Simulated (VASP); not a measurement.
A run of VASP 6.6.1 is set up as follows.

File INCAR:

```
PREC = Accurate ; ENCUT = 520
EDIFF = 1E-6 ; ISMEAR = 1
SIGMA = 0.1 ; LREAL = F
LASPH = T ; NELM = 80
ALGO = Normal ; ISIF = 2
LWAVE = F ; LCHARG = F
GGA = PE ; IVDW = 13
NBANDS = 49
```

Contents of KPOINTS:

```
regular mesh
0
Gamma
  4 4 4
```

The input POSCAR:

```
Sc3Te
1.0
    6.3617000000      0.0000000000      0.0000000000
   -3.1808500000      5.5093940000      0.0000000000
    0.0000000000      0.0000000000      5.1043630000
Sc Te
6 2
Direct
    0.3342930000      0.1671470000      0.7500000000
    0.8328540000      0.1671470000      0.7500000000
    0.8328540000      0.6657070000      0.7500000000
    0.6657070000      0.8328540000      0.2500000000
    0.1671470000      0.8328540000      0.2500000000
    0.1671470000      0.3342930000      0.2500000000
    0.6666666667      0.3333333333      0.2500000000
    0.3333333333      0.6666666667      0.7500000000
```

Potentials or basis: VASP PAW PBE potentials, release 64 (Sc_sv, Te).

The run is started by

```sh
$ cat potpaw_PBE.64/Sc_sv/POTCAR potpaw_PBE.64/Te/POTCAR > POTCAR
$ mpirun -np 1 vasp_std > vasp.out
```

Question: Estimate the largest force.

Answer: 0.013 eV/Å.

Question: What does it give for the band gap on the k mesh?

Answer: Zero (bands 39 and 40 overlap by 0.58 eV).

Question: What does it give for the dispersion energy per atom?

Answer: -0.378 eV.

Forces on the atoms (eV/Å):
```
Sc   0.011  0.006  0.000
Sc  -0.011  0.006  0.000
Sc   0.000 -0.013  0.000
Sc  -0.011 -0.006  0.000
Sc   0.011 -0.006  0.000
Sc   0.000  0.013  0.000
Te   0.000  0.000  0.000
Te   0.000  0.000  0.000
```

Caveat: spin-orbit coupling is left out, which moves the levels of the heavy elements.
